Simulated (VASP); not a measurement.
# Au (Imm2) in VASP: single point with PBE

Aim: the single point of Au with PBE.

Everything below comes from runs of VASP 6.6.1. Logs are shortened: lines on timing, memory, paths and dates and some standing lists are left out, and cuts for length are marked.

### 1 The cell of the first run

Symmetry: Imm2, No. 44, orthorhombic system. The conventional cell has a = 5.786 Å, b = 8.182 Å, c = 5.786 Å, α = 90.00°, β = 90.00°, γ = 90.00°. Au (site symmetry mm2) has 12 Au at 2.69 to 3.09 Å within 3.6 Å. Within 3.6 Å of Au (site symmetry mm2) lie 12 Au at 2.69 to 3.09 Å. Within 3.7 Å of Au (site symmetry 1) lie 12 Au at 2.80 to 3.00 Å. Within 3.8 Å of Au (site symmetry mm2) lie 12 Au at 2.89 to 2.90 Å. Within 3.8 Å of Au (site symmetry mm2) lie 12 Au at 2.89 Å.

### 2 Single point, PBE (atom 1 (Au) moved -0.200 Å towards its neighbour atom 2 (Au) at 2.893 Å)

File INCAR:

```
  PREC = Accurate
  ENCUT = 520
  EDIFF = 1E-6
  ISMEAR = 0
  SIGMA = 0.15
  LREAL = F
  LASPH = T
  NELM = 60
  ALGO = Fast
  ISIF = 2
  LWAVE = F
  LCHARG = F
  GGA = PE
  NBANDS = 54
```

File KPOINTS:

```
regular mesh
0
Gamma
  10 10 10
```

File POSCAR:

```
Au
1.0
   -4.0910000000     -4.0910000000      0.0000000000
    0.0000000000     -4.0910000000      4.0910000000
   -4.0910000000      0.0000000000      4.0910000000
Au
8
Direct
    0.5345688967      0.0000000000      0.0000000000
    0.0000000000      0.0000000000      0.0000000000
    0.5000000000      0.5000000000      0.0000000000
    0.0000000000      0.5000000000      0.0000000000
    0.5000000000      0.0000000000      0.5000000000
    0.0000000000      0.0000000000      0.5000000000
    0.5000000000      0.5000000000      0.5000000000
    0.0000000000      0.5000000000      0.5000000000
```

Potentials or basis: VASP PAW PBE potentials, release 64 (Au).

Command:

```sh
$ cat potpaw_PBE.64/Au/POTCAR > POTCAR
$ mpirun -np 1 vasp_std > vasp.out
```

OUTCAR:

```text
PREC = Accurate
   ENCUT = 520
   EDIFF = 1E-6
   ISMEAR = 0
   LREAL = F
   LASPH = T
   NELM = 60
   ISIF = 2
   GGA = PE

 ion  position               nearest neighbor table
   1  0.535  0.000  0.000-   2 2.69   3 2.80   5 2.80   6 2.80   4 2.80   7 2.90   7 2.90   5 3.00
                             3 3.00   4 3.00   6 3.00   2 3.09
   2  0.000  0.000  0.000-   1 2.69   4 2.89   6 2.89   5 2.89   6 2.89   8 2.89   3 2.89   4 2.89
                             8 2.89   3 2.89   5 2.89   1 3.09
   3  0.500  0.500  0.000-   1 2.80   7 2.89   5 2.89   7 2.89   8 2.89   4 2.89   2 2.89   5 2.89
                             2 2.89   4 2.89   8 2.89   1 3.00
   4  0.000  0.500  0.000-   1 2.80   2 2.89   3 2.89   8 2.89   6 2.89   7 2.89   8 2.89   2 2.89
                             6 2.89   3 2.89   7 2.89   1 3.00
   5  0.500  0.000  0.500-   1 2.80   7 2.89   6 2.89   2 2.89   3 2.89   3 2.89   7 2.89   8 2.89
                             2 2.89   6 2.89   8 2.89   1 3.00
   6  0.000  0.000  0.500-   1 2.80   2 2.89   5 2.89   8 2.89   2 2.89   4 2.89   4 2.89   7 2.89
                             8 2.89   5 2.89   7 2.89   1 3.00
   7  0.500  0.500  0.500-   3 2.89   5 2.89   8 2.89   3 2.89   4 2.89   5 2.89   6 2.89   4 2.89
                             6 2.89   8 2.89   1 2.90   1 2.90
   8  0.000  0.500  0.500-   4 2.89   6 2.89   7 2.89   2 2.89   3 2.89   4 2.89   2 2.89   5 2.89
                             6 2.89   3 2.89   5 2.89   7 2.89

  LATTYP: Found a face centered cubic cell.
 ALAT       =     8.1820000000

  Lattice vectors:

 A1 = (  -4.0910000000,  -4.0910000000,   0.0000000000)
 A2 = (   0.0000000000,  -4.0910000000,   4.0910000000)
 A3 = (  -4.0910000000,   0.0000000000,   4.0910000000)

Analysis of symmetry for initial positions (statically):
=====================================================================
 Subroutine PRICEL returns:
 Original cell was already a primitive cell.

 Routine SETGRP: Setting up the symmetry group for a
 face centered cubic supercell.

 Subroutine GETGRP returns: Found  4 space group operations
 (whereof  4 operations were pure point group operations)
 out of a pool of 48 trial point group operations.

The static configuration has the point symmetry C_2v.

Analysis of symmetry for dynamics (positions and initial velocities):
=====================================================================
 Subroutine PRICEL returns:
 Original cell was already a primitive cell.

 Routine SETGRP: Setting up the symmetry group for a
 face centered cubic supercell.

 Subroutine GETGRP returns: Found  4 space group operations
 (whereof  4 operations were pure point group operations)
 out of a pool of 48 trial point group operations.

The dynamic configuration has the point symmetry C_2v.

[... 123 lines left out ...]
   EMIN   =  10.00;   EMAX   =-10.00  energy-range for DOS
   EFERMI =   0.00;   METHOD = LEGACY
   ISMEAR =     0;   SIGMA  =   0.15  broadening in eV -4-tet -1-fermi 0-gaus
   EFERMI_NEDOS =   21; number of points for ismear=-14 and -15
   IALGO  =     68    algorithm
   IMIX   =      4    mixing-type and parameters
     AMIX     =   0.40;   BMIX     =  1.00
     AMIX_MAG =   1.60;   BMIX_MAG =  1.00
  volume/ion in A,a.u.               =      17.12       115.51
  Fermi-wavevector in a.u.,A,eV,Ry     =   1.412742  2.669696 27.155058  1.995840
  Thomas-Fermi vector in A             =   2.534459
   LORBIT       =      0    0 simple, 1 ext, 2 COOP (PROOUT), +10 PAW based schemes
   GGA     = PE    functional components
   LHFCALC =     F    Hartree Fock is set to
   AEXX    =    0.0000 exact exchange contribution
   IVDW    =     0    specifies the selected vdW correction
   LEPSILON=     F    determine dielectric tensor
   LRPA    =     F    only Hartree local field effects (RPA)
 non-spin polarized calculation
 RMM-DIIS sequential band-by-band and
 Gauss-broadening in eV      SIGMA  =   0.15
  energy-cutoff  :      520.00
  volume of cell :      136.94
 maximum number of plane-waves:      3708
 NGX is ok and might be reduce to    48
   NGX = 21   NGY = 21   NGZ = 21

 number of electron      88.0000001 magnetization

 Free energy of the ion-electron system (eV)
  ---------------------------------------------------
  ext. energy  EPLUGINS =         0.00000000
  ---------------------------------------------------
  free energy    TOTEN  =       -25.47580833 eV

  energy without entropy =      -25.45231285  energy(sigma->0) =      -25.46406059

 E-fermi :   9.3886     XC(G=0): -12.6863

 val. band max:        9.3877607163   @ k =   0.4000  -0.3000  -0.3000
 cond. band min:       9.3923048643   @ k =   0.5000   0.2000   0.0000
 fundamental gap:      0.0045441481
 Fermi energy:         9.3885738052

 k-point     1 :       0.0000    0.0000    0.0000
  band No.  band energies     occupation
      1      -0.4148      2.00000
      2       2.1028      2.00000
      3       2.1052      2.00000
      4       2.1290      2.00000
      5       2.1400      2.00000
      6       2.3551      2.00000
[... 1357 lines left out ...]
     53      15.2327      0.00000
     54      17.2941      0.00000

 [... further k-points ...]

------------------------ aborting loop because EDIFF is reached ----------------------------------------

  FORCE on cell =-STRESS in cart. coord.  units (eV):
  Direction    XX          YY          ZZ          XY          YZ          ZX
  --------------------------------------------------------------------------------------
  -------------------------------------------------------------------------------------
  Total        7.2615331      7.2615331      7.2206461      0.3578145     -0.0000000     -0.0000000
  in kB       84.9611676     84.9611676     84.4827823      4.1864901     -0.0000000     -0.0000000
  external PRESSURE =      84.8017058 kB  Pullay stress =       0.0000000 kB

 VOLUME and BASIS-vectors are now :
 -----------------------------------------------------------------------------
  energy-cutoff  :      520.00
  volume of cell :      136.94
      direct lattice vectors                 reciprocal lattice vectors
    -4.091000000 -4.091000000  0.000000000    -0.122219506 -0.122219506 -0.122219506
     0.000000000 -4.091000000  4.091000000     0.122219506 -0.122219506  0.122219506
    -4.091000000  0.000000000  4.091000000    -0.122219506  0.122219506  0.122219506

 POSITION                                       TOTAL-FORCE (eV/Angst)
 -----------------------------------------------------------------------------------
     -2.18692     -2.18692      0.00000         1.140490      1.140490     -0.000000
      0.00000      0.00000      0.00000        -0.760831     -0.760831      0.000000
     -2.04550     -4.09100      2.04550         0.102822     -0.300467      0.366461
      0.00000     -2.04550      2.04550        -0.300467      0.102822     -0.366461
     -4.09100     -2.04550      2.04550        -0.300467      0.102822      0.366461
     -2.04550      0.00000      2.04550         0.102822     -0.300467     -0.366461
     -4.09100     -4.09100      4.09100         0.058610      0.058610      0.000000
     -2.04550     -2.04550      4.09100        -0.042980     -0.042980      0.000000
 -----------------------------------------------------------------------------------
    total drift:                                0.000002      0.000002     -0.000000

  FREE ENERGIE OF THE ION-ELECTRON SYSTEM (eV)
  ---------------------------------------------------
  free  energy   TOTEN  =       -25.4758083317 eV

  energy  without entropy=      -25.4523128541  energy(sigma->0) =      -25.46406059
```

It took 27 min on 1 thread of Oxide Virtual Turin-like, shared host; peak memory 0.88 GiB.

What came out:

```yaml
Free_energy: -25.4758 eV
Pressure: 8.5 GPa
Largest_force: 1.613 eV/Å
Band_gap_on_the_k_mesh: zero (bands 44 and 45 overlap by 1.80 eV)
```

Forces in eV/Å, atoms in the order of the input:
```
Au   1.140  1.140  0.000
Au  -0.761 -0.761  0.000
Au   0.103 -0.300  0.366
Au  -0.300  0.103 -0.366
Au  -0.300  0.103  0.366
Au   0.103 -0.300 -0.366
Au   0.059  0.059  0.000
Au  -0.043 -0.043  0.000
```

Caveat: the cell differs from its parent crystal (atom 1 (Au) moved -0.200 Å towards its neighbour atom 2 (Au) at 2.893 Å); the cell stands under pressure; spin-orbit coupling is left out, which moves the levels of the heavy elements; forces of over 1 eV/Å act on the atoms, so gaps and moduli don't describe the material at rest.
